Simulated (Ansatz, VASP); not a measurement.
**Two plane-wave programs on BAs**

```
As B
1.0
     0.00000    2.33974    2.33974
     2.33974    0.00000    2.33974
     2.33974    2.33974    0.00000
As B
1 1
Cartesian
  3.5096 3.5096 3.5096
  0.0000 0.0000 0.0000
```

Alike in both runs: task single point; functional PBE-based screened hybrid with a share of 0.25 of exact exchange and HFSCREEN = 0.3; k mesh 5 × 5 × 5; occupations fermi-dirac, width 0.05 eV; no spin polarisation.

|  | VASP | Ansatz |
| --- | --- | --- |
| version | VASP 6.6.1 | Ansatz 0.2.0 |
| potentials or method | VASP PAW PBE potentials, release 64 (As, B) | Ansatz PAW |
| plane-wave cutoff (eV) | 420 | 420 |
| valence electrons in the cell | 8 | 18 |

Ansatz gave:

| Property | Result |
| --- | --- |
| gap on the k mesh at the Fermi level (eV) | 1.60 |
| least direct gap on the mesh (eV) | 4.03 |

Question: What did VASP give for the same quantities?

Answer: gap on the k mesh at the Fermi level (eV): 1.61; least direct gap on the mesh (eV): 4.02.

VASP's potentials were made for PBE, not for PBE-based screened hybrid. The functional is the same, so the differences come from potentials, cutoffs and numerics. VASP's potentials hold 8 valence electrons a cell and Ansatz's 18, so a difference there can come from the potentials and not from the codes.

The k mesh is coarse, so the values compare programs but aren't converged. Noted on Ansatz's run: odd divisions of the mesh miss points on the zone boundary, where band edges often lie, so the gap on the mesh can be too wide.
